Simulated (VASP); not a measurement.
Here is a VASP 6.6.1 calculation.

The input INCAR:

```
ALGO = Normal
DIPOL = 0.5 0.5 0.475
EDIFF = 1E-6
ENCUT = 520
GGA = PE
IDIPOL = 3
ISIF = 2
ISMEAR = 0
IVDW = 12
LASPH = T
LCHARG = F
LDIPOL = T
LREAL = F
LWAVE = F
NBANDS = 32
NELM = 80
PREC = Accurate
SIGMA = 0.1
```

KPOINTS

```
k-points
0
Gamma
  4 4 1
```

Contents of POSCAR:

```
Al6H
1.0
    5.6324246428      0.0000000000      0.0000000000
   -2.8162123214      4.8778228256      0.0000000000
    0.0000000000      0.0000000000     23.3488554632
Al H
12 2
Direct
    0.3333333333      0.1666666667      0.3426292142
    0.3333333333      0.6666666667      0.3426292142
    0.8333333333      0.1666666667      0.3426292142
    0.8333333333      0.6666666667      0.3426292142
    0.6666254616      0.3332509232      0.4409145585
    0.6666254616      0.8333745384      0.4409145585
    0.1666666667      0.3333333333      0.4408234265
    0.1667490768      0.8333745384      0.4409145585
   -0.0000320601      0.5000320601      0.5391036682
   -0.0000320601     -0.0000641201      0.5391036682
    0.5000641201      0.5000320601      0.5391036682
    0.5000000000      0.0000000000      0.5394290471
    0.1666666667      0.3333333333      0.6620673717
    0.1666666667      0.3333333333      0.6943312851
```

Potentials or basis: VASP PAW PBE potentials, release 64 (Al, H).

The run is started by

```bash
$ cat potpaw_PBE.64/Al/POTCAR potpaw_PBE.64/H/POTCAR > POTCAR
$ mpirun -np 1 vasp_std > vasp.out
```

(1) What does it give for the dispersion energy per atom?

(2) What does it give for the band gap on the k mesh?

Answers

(1) -0.208 eV.

(2) zero (bands 19 and 20 overlap by 0.69 eV).
